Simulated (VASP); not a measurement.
# Al in VASP: further runs

Al is run at these levels: PBE; tasks: single point.

All numbers are computed with VASP 6.6.1; they aren't measurements. Logs are shortened: lines on timing, memory, paths and dates and some standing lists are left out, and cuts for length are marked.

**1. The cell of the first run**

The cell holds a slab with vacuum, 5 atoms: a = 2.857 Å, b = 2.857 Å, c = 24.331 Å, α = 90.00°, β = 90.00°, γ = 120.00°.

**2. Single point, PBE**

Contents of INCAR:

```
  ALGO = Normal
  DIPOL = 0.5 0.5 0.500
  EDIFF = 1E-6
  ENCUT = 520
  GGA = PE
  IDIPOL = 3
  ISIF = 2
  ISMEAR = 0
  LASPH = True
  LCHARG = True
  LDIPOL = True
  LELF = True
  LREAL = False
  LVACPOTAV = True
  LVHAR = True
  LWAVE = False
  NBANDS = 16
  NELM = 80
  PREC = Accurate
  SIGMA = 0.1
```

Contents of KPOINTS:

```
k-points
0
Gamma
  2 2 1
```

Contents of POSCAR:

```
Al
1.0
    2.8571513840      0.0000000000      0.0000000000
   -1.4285756920      2.4743656810      0.0000000000
    0.0000000000      0.0000000000     24.3314173450
Al
5
Direct
    0.6666666667      0.3333333333      0.3082434489
    0.3333333333      0.6666666667      0.4041217245
    0.0000000000      0.0000000000      0.5000000000
    0.6666666667      0.3333333333      0.5958782755
    0.3333333333      0.6666666667      0.6917565511
```

Potentials or basis: VASP PAW PBE potentials, release 64 (Al).

On the command line:

```console
$ cat potpaw_PBE.64/Al/POTCAR > POTCAR
$ mpirun -np 1 vasp_std > vasp.out
```

OUTCAR:

```text
EDIFF = 1E-6
   ENCUT = 520
   GGA = PE
   ISIF = 2
   ISMEAR = 0
   LASPH = True
   LREAL = False
   NELM = 80
   PREC = Accurate

 ion  position               nearest neighbor table
   1  0.667  0.333  0.308-   2 2.86   2 2.86   2 2.86
   2  0.333  0.667  0.404-   3 2.86   3 2.86   3 2.86   1 2.86   1 2.86   1 2.86
   3  0.000  0.000  0.500-   2 2.86   4 2.86   2 2.86   4 2.86   4 2.86   2 2.86
   4  0.667  0.333  0.596-   3 2.86   3 2.86   3 2.86   5 2.86   5 2.86   5 2.86
   5  0.333  0.667  0.692-   4 2.86   4 2.86   4 2.86

  LATTYP: Found a hexagonal cell.
 ALAT       =     2.8571513840
 C/A-ratio  =     8.5159706557

  Lattice vectors:

 A1 = (   2.8571513840,   0.0000000000,   0.0000000000)
 A2 = (  -1.4285756920,   2.4743656810,   0.0000000000)
 A3 = (   0.0000000000,   0.0000000000,  24.3314173450)

Analysis of symmetry for initial positions (statically):
=====================================================================
 Subroutine PRICEL returns:
 Original cell was already a primitive cell.

 Routine SETGRP: Setting up the symmetry group for a
 hexagonal supercell.

 Subroutine GETGRP returns: Found 12 space group operations
 (whereof 12 operations were pure point group operations)
 out of a pool of 24 trial point group operations.

The static configuration has the point symmetry D_3d.

Analysis of symmetry for dynamics (positions and initial velocities):
=====================================================================
 Subroutine PRICEL returns:
 Original cell was already a primitive cell.

 Routine SETGRP: Setting up the symmetry group for a
 hexagonal supercell.

 Subroutine GETGRP returns: Found 12 space group operations
 (whereof 12 operations were pure point group operations)
 out of a pool of 24 trial point group operations.

The dynamic configuration has the point symmetry D_3d.

 Subroutine INISYM returns: Found 12 space group operations
 (whereof 12 operations are pure point group operations),
 and found     1 'primitive' translations

----------------------------------------------------------------------------------------

                                     Primitive cell

  volume of cell :     172.0143

  direct lattice vectors                    reciprocal lattice vectors
     2.857151384  0.000000000  0.000000000     0.349998955  0.202071991  0.000000000
    -1.428575692  2.474365681  0.000000000     0.000000000  0.404143982  0.000000000
     0.000000000  0.000000000 24.331417345     0.000000000  0.000000000  0.041099127

  length of vectors
     2.857151384  2.857151384 24.331417345     0.404143982  0.404143982  0.041099127

  position of ions in fractional coordinates (direct lattice)
     0.666666667  0.333333333  0.308243449
     0.333333333  0.666666667  0.404121725
     0.000000000  0.000000000  0.500000000
     0.666666667  0.333333333  0.595878275
     0.333333333  0.666666667  0.691756551

  ion indices of the primitive-cell ions
   primitive index   ion index
                 1           1
                 2           2
                 3           3
                 4           4
                 5           5

----------------------------------------------------------------------------------------

 KPOINTS: k-points

Automatic generation of k-mesh.
 Grid dimensions read from file:
 generate k-points for:    2    2    1

 Generating k-lattice:

  Cartesian coordinates                     Fractional coordinates (reciprocal lattice)
     0.174999478  0.101035996  0.000000000     0.500000000  0.000000000  0.000000000
     0.000000000  0.202071991  0.000000000     0.000000000  0.500000000  0.000000000
     0.000000000  0.000000000  0.041099127     0.000000000  0.000000000  1.000000000

  Length of vectors
     0.202071991  0.202071991  0.041099127

  Shift w.r.t. Gamma in fractional coordinates (k-lattice)
     0.000000000  0.000000000  0.000000000

 Subroutine IBZKPT returns following result:
 ===========================================

 Found      2 irreducible k-points:

 Following reciprocal coordinates:
            Coordinates               Weight
  0.000000  0.000000  0.000000      1.000000
  0.500000  0.000000  0.000000      3.000000
   k-points           NKPTS =      2   k-points in BZ     NKDIM =      2   number of bands    NBANDS=     16
   number of dos      NEDOS =    301   number of ions     NIONS =      5
   total plane-waves  NPLWV = 110592
   dimension x,y,z NGX =    24 NGY =   24 NGZ =  192
   dimension x,y,z NGXF=    48 NGYF=   48 NGZF=  384
   ions per type =               5
   NGX,Y,Z   is equivalent  to a cutoff of  13.96, 13.96, 13.12 a.u.
   NGXF,Y,Z  is equivalent  to a cutoff of  27.93, 27.93, 26.24 a.u.
 SYSTEM =  unknown system
   PREC   = accura    normal or accurate (medium, high low for compatibility)
   ISTART =      0    job   : 0-new  1-cont  2-samecut
   ICHARG =      2    charge: 1-file 2-atom 10-const
   ISPIN  =      1    spin polarized calculation?
   LNONCOLLINEAR =      F non collinear calculations
   LSORBIT =      F    spin-orbit coupling
   LASPH  =      T    aspherical Exc in radial PAW
   ENCUT  =  520.0 eV  38.22 Ry    6.18 a.u.   5.31  5.31 45.24*2*pi/ulx,y,z
   NELM   =     80;   NELMIN=  2; NELMDL= -5     # of ELM steps
   EDIFF  = 0.1E-05   stopping-criterion for ELM
   LREAL  =      F    real-space projection
   EDIFFG = 0.1E-04   stopping-criterion for IOM
   NSW    =      0    number of steps for IOM
   IBRION =     -1    ionic relax: 0-MD 1-quasi-New 2-CG
   NFREE  =      0    steps in history (QN), initial steepest desc. (CG)
   ISIF   =      2    stress and relaxation
   ISYM   =      2    0-nonsym 1-usesym 2-fastsym
   POTIM  = 0.5000    time-step for ionic-motion
   TEBEG  =    0.0;   TEEND  =   0.0 temperature during run
   PSTRESS=    0.0 pullay stress
   NELECT =      15.0000    total number of electrons
   NUPDOWN=      -1.0000    fix difference up-down
   EMIN   =  10.00;   EMAX   =-10.00  energy-range for DOS
   EFERMI =   0.00;   METHOD = LEGACY
   ISMEAR =     0;   SIGMA  =   0.10  broadening in eV -4-tet -1-fermi 0-gaus
   EFERMI_NEDOS =   21; number of points for ismear=-14 and -15
   IALGO  =     38    algorithm
   IMIX   =      4    mixing-type and parameters
     AMIX     =   0.40;   BMIX     =  1.00
     AMIX_MAG =   1.60;   BMIX_MAG =  1.00
  volume/ion in A,a.u.               =      34.40       232.16
  Fermi-wavevector in a.u.,A,eV,Ry     =   0.725967  1.371879  7.170659  0.527029
  Thomas-Fermi vector in A             =   1.816822
   LORBIT       =      0    0 simple, 1 ext, 2 COOP (PROOUT), +10 PAW based schemes
   GGA     = PE    functional components
   LHFCALC =     F    Hartree Fock is set to
   AEXX    =    0.0000 exact exchange contribution
   IVDW    =     0    specifies the selected vdW correction
   LEPSILON=     F    determine dielectric tensor
   LRPA    =     F    only Hartree local field effects (RPA)
 non-spin polarized calculation
 Gauss-broadening in eV      SIGMA  =   0.10
  energy-cutoff  :      520.00
  volume of cell :      172.01
 maximum number of plane-waves:      4687
 NGX is ok and might be reduce to    24
   NGX = 11   NGY = 11   NGZ = 91

 dipolmoment           0.000000      0.000000      0.000000 electrons x Angstroem

 number of electron      15.0000000 magnetization

 dipolmoment           0.000000      0.000000     -0.000000 electrons x Angstroem

 Free energy of the ion-electron system (eV)
  ---------------------------------------------------
  ext. energy  EPLUGINS =         0.00000000
  ---------------------------------------------------
  free energy    TOTEN  =       -20.56966902 eV

  energy without entropy =      -20.52800800  energy(sigma->0) =      -20.54883851

 E-fermi :   0.9626     XC(G=0):  -5.6590

 val. band max:        0.9567339711   @ k =   0.0000   0.0000   0.0000
 cond. band min:       2.3238238327   @ k =   0.5000   0.0000   0.0000
 fundamental gap:      1.3670898616
 Fermi energy:         0.9625926289

 k-point     1 :       0.0000    0.0000    0.0000
  band No.  band energies     occupation
      1      -8.5497      2.00000
      2      -7.8382      2.00000
      3      -6.7029      2.00000
      4      -5.2190      2.00000
      5      -3.4929      2.00000
      6      -1.4302      2.00000
[... 8 lines left out ...]
     15      10.4053      0.00000
     16      13.2970      0.00000

 k-point     2 :       0.5000    0.0000    0.0000
  band No.  band energies     occupation
      1      -2.6656      2.00000
      2      -2.6256      2.00000
      3      -1.9778      2.00000
      4      -1.9420      2.00000
      5      -1.0390      2.00000
      6      -0.7368      2.00000
[... 8 lines left out ...]
     15       8.1446      0.00000
     16       8.3505      0.00000

------------------------ aborting loop because EDIFF is reached ----------------------------------------

  FORCE on cell =-STRESS in cart. coord.  units (eV):
  Direction    XX          YY          ZZ          XY          YZ          ZX
  --------------------------------------------------------------------------------------
  -------------------------------------------------------------------------------------
  Total        4.1700675      4.1700675    -11.9797759     -0.0000000      0.0000000      0.0000000
  in kB       38.8408852     38.8408852   -111.5821516     -0.0000000      0.0000000      0.0000000
  external PRESSURE =     -11.3001271 kB  Pullay stress =       0.0000000 kB

 VOLUME and BASIS-vectors are now :
 -----------------------------------------------------------------------------
  energy-cutoff  :      520.00
  volume of cell :      172.01
      direct lattice vectors                 reciprocal lattice vectors
     2.857151384  0.000000000  0.000000000     0.349998955  0.202071991  0.000000000
    -1.428575692  2.474365681  0.000000000     0.000000000  0.404143982  0.000000000
     0.000000000  0.000000000 24.331417345     0.000000000  0.000000000  0.041099127

 POSITION                                       TOTAL-FORCE (eV/Angst)
 -----------------------------------------------------------------------------------
      1.42858      0.82479      7.50000         0.000000     -0.000000      1.111593
     -0.00000      1.64958      9.83285        -0.000000      0.000000      0.344021
      0.00000      0.00000     12.16571        -0.000000      0.000000      0.000000
      1.42858      0.82479     14.49856         0.000000     -0.000000     -0.344021
     -0.00000      1.64958     16.83142         0.000000      0.000000     -1.111593
 -----------------------------------------------------------------------------------
    total drift:                               -0.000000      0.000000      0.000000

  FREE ENERGIE OF THE ION-ELECTRON SYSTEM (eV)
  ---------------------------------------------------
  free  energy   TOTEN  =       -20.5696690227 eV

  energy  without entropy=      -20.5280080049  energy(sigma->0) =      -20.54883851

 vacuum level on the upper side and lower side of the slab         5.319         5.319
```

Wall time 12 s (1 thread of Intel Xeon 6975P-C (Granite Rapids), shared host); peak memory 0.28 GiB.

What came out:

```yaml
Free_energy: -20.5697 eV
Largest_force: 1.112 eV/Å
```

Forces on the atoms (eV/Å):
```
Al   0.000  0.000  1.112
Al   0.000  0.000  0.344
Al   0.000  0.000  0.000
Al   0.000  0.000 -0.344
Al   0.000  0.000 -1.112
```

Levels at points of the mesh, in eV from the Fermi level:
```csv
k point,band 3,band 4,band 5,band 6,band 7,band 8,band 9,band 10,band 11,band 12
"(0.00, 0.00, 0.00)",-7.67,-6.18,-4.46,-2.39,-0.01,2.21,3.60,4.51,4.73,6.61
"(0.50, 0.00, 0.00)",-2.94,-2.90,-2.00,-1.70,-0.48,-0.07,1.36,1.48,3.14,3.45
```

Caveat: the k points lie up to 1.27 Å⁻¹ apart.

**3. Single point, PBE**

Contents of INCAR:

```
PREC = Accurate
ENCUT = 520
EDIFF = 1E-6
ISMEAR = 0
SIGMA = 0.1
LREAL = F
LASPH = T
NELM = 60
ALGO = Normal
ISIF = 2
LWAVE = F
LCHARG = F
LDIPOL = T
IDIPOL = 3
DIPOL = 0.5 0.5 0.500
GGA = PE
NBANDS = 16
```

Contents of KPOINTS:

```
regular mesh
0
Gamma
  12 12 1
```

POSCAR is that of step 2.

Potentials or basis: VASP PAW PBE potentials, release 64 (Al).

On the command line:

```console
$ cat potpaw_PBE.64/Al/POTCAR > POTCAR
$ mpirun -np 1 vasp_std > vasp.out
```

It took 33 s on 1 thread of Intel Xeon 6975P-C (Granite Rapids), shared host; peak memory 0.31 GiB.

Results (log left out):

| Quantity | Value |
| --- | --- |
| Free energy | -18.0189 eV |
| Largest force | 0.105 eV/Å |

Forces in eV/Å, atoms in the order of the input:
```
Al   0.000  0.000 -0.105
Al   0.000  0.000  0.087
Al   0.000  0.000  0.000
Al   0.000  0.000 -0.087
Al   0.000  0.000  0.105
```

Levels at points of the mesh, in eV from the Fermi level:
| k point | band 4 | band 5 | band 6 | band 7 | band 8 | band 9 | band 10 | band 11 |
| --- | --- | --- | --- | --- | --- | --- | --- | --- |
| (0.00, 0.00, 0.00) | -7.56 | -5.64 | -3.59 | -1.16 | 1.22 | 3.05 | 4.08 | 4.33 |
| (0.50, 0.00, 0.00) | -4.32 | -3.42 | -3.14 | -1.88 | -1.42 | 0.20 | 0.27 | 1.95 |

[end of part 1 of 2]
